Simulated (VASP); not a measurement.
# MgS (F-43m) in VASP: further runs

Aim: see how the results for MgS move with the level of theory and the settings. Levels: PBE, LDA, HSE06, PBE0. Tasks: single point.

Everything below comes from runs of VASP 6.6.1. Logs are shortened: lines on timing, memory, paths and dates and some standing lists are left out, and cuts for length are marked.

## 1. The cell of the first run

It takes space group F-43m (No. 216, cubic). The conventional cell has a = 5.666 Å, b = 5.666 Å, c = 5.666 Å, α = 90.00°, β = 90.00°, γ = 90.00°. S (site symmetry -43m) has 4 Mg at 2.45 Å within 3.2 Å. Mg (site symmetry -43m) has 4 S at 2.45 Å within 3.2 Å.

## 2. Single point, PBE

File INCAR:

```
SYSTEM = MgS
  PREC = Accurate
  ENCUT = 520
  EDIFF = 1E-7
  ISMEAR = 0
  SIGMA = 0.02
  LREAL = .FALSE.
  LASPH = .TRUE.
  NELM = 100
  ALGO = Normal
  ISIF = 2
  LWAVE = .FALSE.
  LCHARG = .FALSE.
  GGA = PE
  NBANDS = 11
```

File KPOINTS:

```
Automatic mesh
0
G
  8 8 8
  0 0 0
```

File POSCAR:

```
MgS
1.0
    0.0000000000      2.8331200468      2.8331200468
    2.8331200468      0.0000000000      2.8331200468
    2.8331200468      2.8331200468      0.0000000000
S Mg
1 1
Direct
    0.2500000000      0.2500000000      0.2500000000
    0.0000000000      0.0000000000      0.0000000000
```

Potentials or basis: VASP PAW PBE potentials, release 64 (S, Mg).

Command:

```sh
cat potpaw_PBE.64/S/POTCAR potpaw_PBE.64/Mg/POTCAR > POTCAR
mpirun -np 1 vasp_std > vasp.out
```

OUTCAR:

```text
SYSTEM = MgS
   PREC = Accurate
   ENCUT = 520
   EDIFF = 1E-7
   ISMEAR = 0
   LREAL = .FALSE.
   LASPH = .TRUE.
   NELM = 100
   ISIF = 2
   GGA = PE

 ion  position               nearest neighbor table
   1  0.250  0.250  0.250-   2 2.45   2 2.45   2 2.45   2 2.45
   2  0.000  0.000  0.000-   1 2.45   1 2.45   1 2.45   1 2.45

  LATTYP: Found a face centered cubic cell.
 ALAT       =     5.6662400936

  Lattice vectors:

 A1 = (   0.0000000000,   2.8331200468,   2.8331200468)
 A2 = (   2.8331200468,   0.0000000000,   2.8331200468)
 A3 = (   2.8331200468,   2.8331200468,   0.0000000000)

Analysis of symmetry for initial positions (statically):
=====================================================================
 Subroutine PRICEL returns:
 Original cell was already a primitive cell.

 Routine SETGRP: Setting up the symmetry group for a
 face centered cubic supercell.

 Subroutine GETGRP returns: Found 24 space group operations
 (whereof 24 operations were pure point group operations)
 out of a pool of 48 trial point group operations.

The static configuration has the point symmetry T_d .

Analysis of symmetry for dynamics (positions and initial velocities):
=====================================================================
 Subroutine PRICEL returns:
 Original cell was already a primitive cell.

 Routine SETGRP: Setting up the symmetry group for a
 face centered cubic supercell.

 Subroutine GETGRP returns: Found 24 space group operations
 (whereof 24 operations were pure point group operations)
 out of a pool of 48 trial point group operations.

The dynamic configuration has the point symmetry T_d .

 Subroutine INISYM returns: Found 24 space group operations
 (whereof 24 operations are pure point group operations),
 and found     1 'primitive' translations

----------------------------------------------------------------------------------------

                                     Primitive cell

  volume of cell :      45.4805

  direct lattice vectors                    reciprocal lattice vectors
     0.000000000  2.833120047  2.833120047    -0.176483874  0.176483874  0.176483874
     2.833120047  0.000000000  2.833120047     0.176483874 -0.176483874  0.176483874
     2.833120047  2.833120047  0.000000000     0.176483874  0.176483874 -0.176483874

  length of vectors
     4.006636794  4.006636794  4.006636794     0.305679036  0.305679036  0.305679036

  position of ions in fractional coordinates (direct lattice)
     0.250000000  0.250000000  0.250000000
     0.000000000  0.000000000  0.000000000

  ion indices of the primitive-cell ions
[... 85 lines left out ...]
   PSTRESS=    0.0 pullay stress
   NELECT =       8.0000    total number of electrons
   NUPDOWN=      -1.0000    fix difference up-down
   EMIN   =  10.00;   EMAX   =-10.00  energy-range for DOS
   EFERMI =   0.00;   METHOD = LEGACY
   ISMEAR =     0;   SIGMA  =   0.02  broadening in eV -4-tet -1-fermi 0-gaus
   EFERMI_NEDOS =   21; number of points for ismear=-14 and -15
   IALGO  =     38    algorithm
   IMIX   =      4    mixing-type and parameters
     AMIX     =   0.40;   BMIX     =  1.00
     AMIX_MAG =   1.60;   BMIX_MAG =  1.00
  volume/ion in A,a.u.               =      22.74       153.46
  Fermi-wavevector in a.u.,A,eV,Ry     =   0.917269  1.733386 11.447692  0.841382
  Thomas-Fermi vector in A             =   2.042218
   LORBIT       =      0    0 simple, 1 ext, 2 COOP (PROOUT), +10 PAW based schemes
   GGA     = PE    functional components
   LHFCALC =     F    Hartree Fock is set to
   AEXX    =    0.0000 exact exchange contribution
   IVDW    =     0    specifies the selected vdW correction
   LEPSILON=     F    determine dielectric tensor
   LRPA    =     F    only Hartree local field effects (RPA)
 non-spin polarized calculation
 Gauss-broadening in eV      SIGMA  =   0.02
  energy-cutoff  :      520.00
  volume of cell :       45.48
 maximum number of plane-waves:      1243
 NGX is ok and might be reduce to    30
   NGX = 15   NGY = 15   NGZ = 15

 number of electron       8.0000001 magnetization

 Free energy of the ion-electron system (eV)
  ---------------------------------------------------
  ext. energy  EPLUGINS =         0.00000000
  ---------------------------------------------------
  free energy    TOTEN  =        -8.47125073 eV

  energy without entropy =       -8.47125073  energy(sigma->0) =       -8.47125073

 E-fermi :   1.1941     XC(G=0):  -8.3810

 val. band max:        1.0483369899   @ k =   0.0000   0.0000   0.0000
 cond. band min:       4.4947732094   @ k =   0.0000   0.0000   0.0000
 fundamental gap:      3.4464362196
 Fermi energy:         1.1940780587

 k-point     1 :       0.0000    0.0000    0.0000
  band No.  band energies     occupation
      1     -10.2111      2.00000
      2       1.0483      2.00000
      3       1.0483      2.00000
      4       1.0483      2.00000
      5       4.4948      0.00000
      6       8.9923      0.00000
      7       8.9923      0.00000
      8       8.9923      0.00000
      9      11.8746      0.00000
     10      11.8746      0.00000
     11      14.7528      0.00000
[... 309 lines left out ...]
 k-point    24 :      -0.3750    0.2500    0.1250
  band No.  band energies     occupation
      1      -9.4243      2.00000
      2      -1.7179      2.00000
      3      -0.2417      2.00000
      4       0.4049      2.00000
      5       7.1064      0.00000
      6       7.5353      0.00000
      7       9.7725      0.00000
      8       9.9089      0.00000
      9      12.4336      0.00000
     10      13.8762      0.00000
     11      15.2090      0.00000

 [... further k-points ...]

------------------------ aborting loop because EDIFF is reached ----------------------------------------

  FORCE on cell =-STRESS in cart. coord.  units (eV):
  Direction    XX          YY          ZZ          XY          YZ          ZX
  --------------------------------------------------------------------------------------
  -------------------------------------------------------------------------------------
  Total        0.2248123      0.2248123      0.2248123      0.0000000      0.0000000      0.0000000
  in kB        7.9196446      7.9196446      7.9196446      0.0000000      0.0000000      0.0000000
  external PRESSURE =       7.9196446 kB  Pullay stress =       0.0000000 kB

 VOLUME and BASIS-vectors are now :
 -----------------------------------------------------------------------------
  energy-cutoff  :      520.00
  volume of cell :       45.48
      direct lattice vectors                 reciprocal lattice vectors
     0.000000000  2.833120047  2.833120047    -0.176483874  0.176483874  0.176483874
     2.833120047  0.000000000  2.833120047     0.176483874 -0.176483874  0.176483874
     2.833120047  2.833120047  0.000000000     0.176483874  0.176483874 -0.176483874

 POSITION                                       TOTAL-FORCE (eV/Angst)
 -----------------------------------------------------------------------------------
      1.41656      1.41656      1.41656         0.000000     -0.000000      0.000000
      0.00000      0.00000      0.00000        -0.000000      0.000000     -0.000000
 -----------------------------------------------------------------------------------
    total drift:                                0.000000      0.000000      0.000000

  FREE ENERGIE OF THE ION-ELECTRON SYSTEM (eV)
  ---------------------------------------------------
  free  energy   TOTEN  =        -8.4712507270 eV

  energy  without entropy=       -8.4712507270  energy(sigma->0) =       -8.47125073
```

Wall time 16 s (1 thread of Intel Xeon Platinum 8259CL at 2.50GHz (Skylake/Cascade Lake), shared host); peak memory 0.17 GiB.

What came out:

```
Free energy            : -8.4713 eV
Pressure               : 0.8 GPa
Band gap on the k mesh : 3.45 eV, direct
```

## 3. Single point, LDA

File INCAR:

```
PREC = Accurate
ENCUT = 520
EDIFF = 1E-7
ISMEAR = 0
SIGMA = 0.02
LREAL = F
LASPH = T
NELM = 60
ALGO = Normal
ISIF = 2
LWAVE = F
LCHARG = F
NBANDS = 11
```

File KPOINTS:

```
Automatic mesh
0
Gamma
  8 8 8
```

POSCAR is that of step 2.

Potentials or basis: VASP PAW LDA potentials, release 64 (S, Mg).

Command:

```sh
cat potpaw_LDA.64/S/POTCAR potpaw_LDA.64/Mg/POTCAR > POTCAR
mpirun -np 1 vasp_std > vasp.out
```

Run time: 14 s. Hardware: 1 thread of Intel Xeon Platinum 8259CL at 2.50GHz (Skylake/Cascade Lake), shared host; peak memory 0.15 GiB.

The run converged. Its results:

```
Free energy            : -9.3781 eV
Pressure               : -2.5 GPa
Band gap on the k mesh : 3.18 eV, direct
```

Levels at points of the mesh, in eV from the valence-band top:
```
           k point  band 1  band 2  band 3  band 4  band 5  band 6  band 7  band 8
(0.00, 0.00, 0.00)  -11.23    0.00    0.00    0.00    3.18    7.76    7.76    7.76
(0.50, 0.00, 0.00)  -10.53   -3.20   -0.33   -0.33    4.86    7.46    7.46    8.36
(0.50, 0.50, 0.00)  -10.31   -2.88   -1.06   -1.06    3.66    5.43   10.86   11.99
```

A k mesh can miss the band edges. Expect the measured gap to be larger: semilocal functionals such as LDA lack the derivative discontinuity.

## 4. Single point, HSE06

POSCAR is that of step 3.

File INCAR.step1:

```
SYSTEM = MgS
PREC = Accurate
ENCUT = 520
EDIFF = 1E-5
ISMEAR = -1
SIGMA = 0.05
LREAL = .False.
LASPH = .True.
NELM = 60
ALGO = Normal
ISIF = 2
LWAVE = .True.
LCHARG = .False.
NBANDS = 11
GGA = PE
```

File INCAR.step2:

```
SYSTEM = MgS
PREC = Accurate
ENCUT = 520
EDIFF = 1E-6
ISMEAR = -1
SIGMA = 0.05
LREAL = .False.
LASPH = .True.
NELM = 60
ALGO = Normal
ISIF = 2
LWAVE = .False.
LCHARG = .False.
GGA = PE
LHFCALC = .True.
HFSCREEN = 0.2079
PRECFOCK = Normal
NBANDS = 11
ISTART = 1
```

File KPOINTS:

```
Automatic mesh
0
Gamma
  6 6 6
  0 0 0
```

Potentials or basis: VASP PAW PBE potentials, release 64 (S, Mg).

Command:

```sh
cat potpaw_PBE.64/S/POTCAR potpaw_PBE.64/Mg/POTCAR > POTCAR
cp INCAR.step1 INCAR
mpirun -np 1 vasp_std > vasp.out
cp INCAR.step2 INCAR
mpirun -np 1 vasp_std > vasp.out
```

It took 12 min on 1 thread of Intel Xeon Platinum 8259CL at 2.50GHz (Skylake/Cascade Lake), shared host; peak memory 0.29 GiB.

Results (log left out):

```
Free energy            : -9.8456 eV
Pressure               : -0.3 GPa
Band gap on the k mesh : 4.50 eV, direct
```

Levels at points of the mesh, in eV from the valence-band top:
| k point | band 1 | band 2 | band 3 | band 4 | band 5 | band 6 | band 7 | band 8 |
| --- | --- | --- | --- | --- | --- | --- | --- | --- |
| (0.00, 0.00, 0.00) | -12.41 | 0.00 | 0.00 | 0.00 | 4.50 | 9.18 | 9.18 | 9.18 |
| (0.50, 0.00, 0.00) | -11.67 | -3.38 | -0.36 | -0.36 | 6.22 | 8.82 | 8.82 | 9.84 |
| (0.50, 0.50, 0.00) | -11.43 | -3.05 | -1.13 | -1.13 | 4.86 | 6.74 | 12.61 | 13.74 |

Caveat: the PAW data sets were made with another functional, which shifts forces and pressure a little. A k mesh can miss the band edges.

## 5. Single point, PBE0

POSCAR is that of step 4.

File INCAR.step1:

```
SYSTEM = MgS
  PREC = Accurate
  ENCUT = 520
  EDIFF = 1E-5
  ISMEAR = -1
  SIGMA = 0.05
  LREAL = .FALSE.
  LASPH = .TRUE.
  NELM = 60
  ALGO = Normal
  ISIF = 2
  LWAVE = .TRUE.
  GGA = PE
  NBANDS = 11
```

File INCAR.step2:

```
SYSTEM = MgS
  PREC = Accurate
  ENCUT = 520
  EDIFF = 1E-6
  ISMEAR = -1
  SIGMA = 0.05
  LREAL = .FALSE.
  LASPH = .TRUE.
  NELM = 60
  ALGO = Normal
  ISIF = 2
  LWAVE = .FALSE.
  LCHARG = .TRUE.
  GGA = PE
  LHFCALC = .TRUE.
  AEXX = 0.25
  PRECFOCK = Normal
  LELF = .TRUE.
  LVHAR = .TRUE.
  ISTART = 1
  NBANDS = 11
```

File KPOINTS:

```
regular mesh
0
G
  6 6 6
  0 0 0
```

Command:

```sh
cat potpaw_PBE.64/S/POTCAR potpaw_PBE.64/Mg/POTCAR > POTCAR
cp INCAR.step1 INCAR
mpirun -np 1 vasp_std > vasp.out
cp INCAR.step2 INCAR
mpirun -np 1 vasp_std > vasp.out
```

Wall time 11 min (1 thread of Intel Xeon Platinum 8259CL at 2.50GHz (Skylake/Cascade Lake), shared host); peak memory 0.19 GiB.

It converged, with:

```
Free energy            : -10.4027 eV
Pressure               : -0.4 GPa
Band gap on the k mesh : 5.19 eV, direct
```

Levels at points of the mesh, in eV from the valence-band top:
```tsv
k point	band 2	band 3	band 4	band 5	band 6	band 7
(0.00, 0.00, 0.00)	0.00	0.00	0.00	5.19	9.94	9.94
(0.50, 0.00, 0.00)	-3.43	-0.36	-0.36	6.95	9.58	9.58
(0.50, 0.50, 0.00)	-3.09	-1.14	-1.14	5.57	7.48	13.37
```

Caveat: the PAW data sets were made with another functional, which shifts forces and pressure a little.

## 6. Single point, HSE06

This run uses another cell than the first one, of 24.10 Å³/atom, 1.060 times its volume.

File POSCAR:

```
MgS
1.0
    0.0000000000      2.8886855272      2.8886855272
    2.8886855272      0.0000000000      2.8886855272
    2.8886855272      2.8886855272      0.0000000000
S Mg
1 1
Direct
    0.2500000000      0.2500000000      0.2500000000
    0.0000000000      0.0000000000      0.0000000000
```

File INCAR.step1:

```
SYSTEM = MgS
PREC = Accurate
ENCUT = 520
EDIFF = 1E-5
ISMEAR = -1
SIGMA = 0.05
LREAL = .False.
LASPH = .True.
NELM = 60
ALGO = Normal
ISIF = 2
LWAVE = .True.
LCHARG = .False.
GGA = PE
NBANDS = 11
```

File INCAR.step2:

```
SYSTEM = MgS
PREC = Accurate
ENCUT = 520
EDIFF = 1E-7
ISMEAR = -1
SIGMA = 0.05
LREAL = .False.
LASPH = .True.
NELM = 60
ALGO = Normal
ISIF = 2
LWAVE = .False.
LCHARG = .False.
GGA = PE
LHFCALC = .True.
HFSCREEN = 0.2079
PRECFOCK = Normal
ISTART = 1
NBANDS = 11
```

File KPOINTS:

```
regular mesh
0
Gamma
  6 6 6
  0 0 0
```

Potentials or basis: VASP PAW PBE potentials, release 64 (S, Mg).

Command:

```sh
cat potpaw_PBE.64/S/POTCAR potpaw_PBE.64/Mg/POTCAR > POTCAR
cp INCAR.step1 INCAR
mpirun -np 1 vasp_std > vasp.out
cp INCAR.step2 INCAR
mpirun -np 1 vasp_std > vasp.out
```

OUTCAR:

```text
SYSTEM = MgS
   PREC = Accurate
   ENCUT = 520
   EDIFF = 1E-7
   ISMEAR = -1
   LREAL = .False.
   LASPH = .True.
   NELM = 60
   ISIF = 2
   GGA = PE
   LHFCALC = .True.
   HFSCREEN = 0.2079
   PRECFOCK = Normal
   ISTART = 1

 ion  position               nearest neighbor table
   1  0.250  0.250  0.250-   2 2.50   2 2.50   2 2.50   2 2.50
   2  0.000  0.000  0.000-   1 2.50   1 2.50   1 2.50   1 2.50

  LATTYP: Found a face centered cubic cell.
 ALAT       =     5.7773710544

  Lattice vectors:
[... 407 lines left out ...]

------------------------ aborting loop because EDIFF is reached ----------------------------------------

  FORCE on cell =-STRESS in cart. coord.  units (eV):
  Direction    XX          YY          ZZ          XY          YZ          ZX
  --------------------------------------------------------------------------------------
  -------------------------------------------------------------------------------------
  Total       -1.0020827     -1.0020827     -1.0020827     -0.0000000     -0.0000000     -0.0000000
  in kB      -33.3029991    -33.3029991    -33.3029991     -0.0000000     -0.0000000     -0.0000000
  external PRESSURE =     -33.3029991 kB  Pullay stress =       0.0000000 kB

 VOLUME and BASIS-vectors are now :
 -----------------------------------------------------------------------------
  energy-cutoff  :      520.00
  volume of cell :       48.21
      direct lattice vectors                 reciprocal lattice vectors
     0.000000000  2.888685527  2.888685527    -0.173089108  0.173089108  0.173089108
     2.888685527  0.000000000  2.888685527     0.173089108 -0.173089108  0.173089108
     2.888685527  2.888685527  0.000000000     0.173089108  0.173089108 -0.173089108

 POSITION                                       TOTAL-FORCE (eV/Angst)
 -----------------------------------------------------------------------------------
      1.44434      1.44434      1.44434         0.000000      0.000000     -0.000000
      0.00000      0.00000      0.00000        -0.000000     -0.000000      0.000000
 -----------------------------------------------------------------------------------
    total drift:                               -0.000000     -0.000000     -0.000000

  FREE ENERGIE OF THE ION-ELECTRON SYSTEM (eV)
  ---------------------------------------------------
  free  energy   TOTEN  =        -9.8140519756 eV

  energy  without entropy=       -9.8140519755  energy(sigma->0) =       -9.81405198
```

OUTCAR.step1:

```text
SYSTEM = MgS
   PREC = Accurate
   ENCUT = 520
   EDIFF = 1E-5
   ISMEAR = -1
   LREAL = .False.
[... 434 lines left out ...]
      1.44434      1.44434      1.44434        -0.000000     -0.000000     -0.000000
      0.00000      0.00000      0.00000         0.000000      0.000000      0.000000
 -----------------------------------------------------------------------------------
    total drift:                               -0.000000     -0.000000     -0.000000

  FREE ENERGIE OF THE ION-ELECTRON SYSTEM (eV)
  ---------------------------------------------------
  free  energy   TOTEN  =        -8.4573405180 eV

  energy  without entropy=       -8.4573405179  energy(sigma->0) =       -8.45734052
```

It took 6 min on 1 thread of Intel Xeon 6975P-C (Granite Rapids), shared host; peak memory 0.28 GiB.

What came out:

```yaml
Free_energy: -9.8141 eV
Pressure: -3.3 GPa
Band_gap_on_the_k_mesh: 4.19 eV, direct
```

Caveat: the PAW data sets were made with another functional, which shifts forces and pressure a little.

## 7. Summary

| level | potentials or basis | cell | k mesh | smearing | grid for exact exchange (PRECFOCK) | screening parameter | gap on the mesh (eV) | pressure (GPa) |
| --- | --- | --- | --- | --- | --- | --- | --- | --- |
| PBE | VASP PAW PBE potentials, release 64 (S, Mg) | a = 4.007 Å, angles 60.0°, 2 atoms | 8 × 8 × 8 | gaussian 0.02 eV | - | - | 3.45 | 0.8 |
| LDA | VASP PAW LDA potentials, release 64 (S, Mg) | a = 4.007 Å, angles 60.0°, 2 atoms | 8 × 8 × 8 | gaussian 0.02 eV | - | - | 3.18 | -2.5 |
| HSE06 | VASP PAW PBE potentials, release 64 (S, Mg) | a = 4.007 Å, angles 60.0°, 2 atoms | 6 × 6 × 6 | fermi-dirac 0.05 eV | Normal | 0.2079 1/Å | 4.50 | -0.3 |
| PBE0 | VASP PAW PBE potentials, release 64 (S, Mg) | a = 4.007 Å, angles 60.0°, 2 atoms | 6 × 6 × 6 | fermi-dirac 0.05 eV | Normal | - | 5.19 | -0.4 |
| HSE06 | VASP PAW PBE potentials, release 64 (S, Mg) | a = 4.085 Å, angles 60.0°, 2 atoms | 6 × 6 × 6 | fermi-dirac 0.05 eV | Normal | 0.2079 1/Å | 4.19 | -3.3 |

Alike in all rows: task single point; no spin polarisation; cutoff (eV) 520.

Caveats: the PAW data sets were made with another functional, which shifts forces and pressure a little (some runs).

Total energies depend on the potentials used, so only differences within one code and one set of settings carry meaning.
